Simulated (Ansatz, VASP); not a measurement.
WC: VASP beside Ansatz

```
W C
1.0
     0.00000    2.19268    2.19268
     2.19268    0.00000    2.19268
     2.19268    2.19268    0.00000
W C
1 1
Direct
  0.00000 0.00000 0.04000
  0.50000 0.50000 0.50000
```

Alike in both runs: task single point; functional PBEsol; k mesh 8 × 8 × 8; occupations fermi-dirac, width 0.05 eV; no spin polarisation.

|  | VASP | Ansatz |
| --- | --- | --- |
| version | VASP 6.6.1 | Ansatz 0.2.0 |
| potentials or method | VASP PAW PBE potentials, release 64 (W_sv, C), cutoff 520 eV | plane waves, PAW |
| valence electrons in the cell | 18 | 18 |

```tsv
	VASP	Ansatz	Ansatz less VASP
gap on the k mesh at the Fermi level (eV)	none	none	-
rms of the force components (eV/Å)	0.473	0.465	-0.0073
```

VASP's potentials were made for PBE, not for PBEsol. Atom by atom the forces differ by 0.007 eV/Å (rms over components). A gap of «none» marks a metal or a gap that the smearing closes.

Neither program's run includes spin-orbit coupling.
